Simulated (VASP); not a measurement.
TiFe, 2 atoms in the cell. It takes space group Pm-3m (No. 221, cubic). Conventional cell: a = 2.997 Å, b = 2.997 Å, c = 2.997 Å, α = 90.00°, β = 90.00°, γ = 90.00°. Within 3.4 Å of Ti (site symmetry m-3m) lie 8 Fe at 2.60 Å and 6 Ti at 3.00 Å. Fe (site symmetry m-3m) has 8 Ti at 2.60 Å and 6 Fe at 3.00 Å within 3.4 Å. 

| Item | Value |
| --- | --- |
| Program | VASP 6.6.1 |
| Task | single point |
| Functional | r2SCAN |
| Potentials or basis | VASP PAW PBE potentials, release 64 (Ti_sv, Fe) |
| Cutoff | 520 eV |
| k mesh | 6 × 6 × 6 |
| Occupations | gaussian, width 0.1 eV |
| Spin | collinear spin, ferromagnetic start |
| Starting moments | [0.0, 4.0] μB |
| Dipole correction | no |
| Further INCAR settings | ALGO = Normal; EDIFF = 1e-06; NBANDS = 21 |

Potentials or basis: VASP PAW PBE potentials, release 64 (Ti_sv, Fe).

Launch:

```bash
$ cat potpaw_PBE.64/Ti_sv/POTCAR potpaw_PBE.64/Fe/POTCAR > POTCAR
$ cp INCAR.step1 INCAR
$ mpirun -np 1 vasp_std > vasp.out
$ cp INCAR.step2 INCAR
$ mpirun -np 1 vasp_std > vasp.out
```

Hardware: 1 thread of Intel(R) Xeon(R) Platinum 8488C (Sapphire Rapids) (shared host).

Question: How long does it take, and how much memory?

Answer: Run time: 48 s on 1 thread of Intel(R) Xeon(R) Platinum 8488C (Sapphire Rapids) (shared host), peak memory 0.16 GiB. Counts: k points 20.
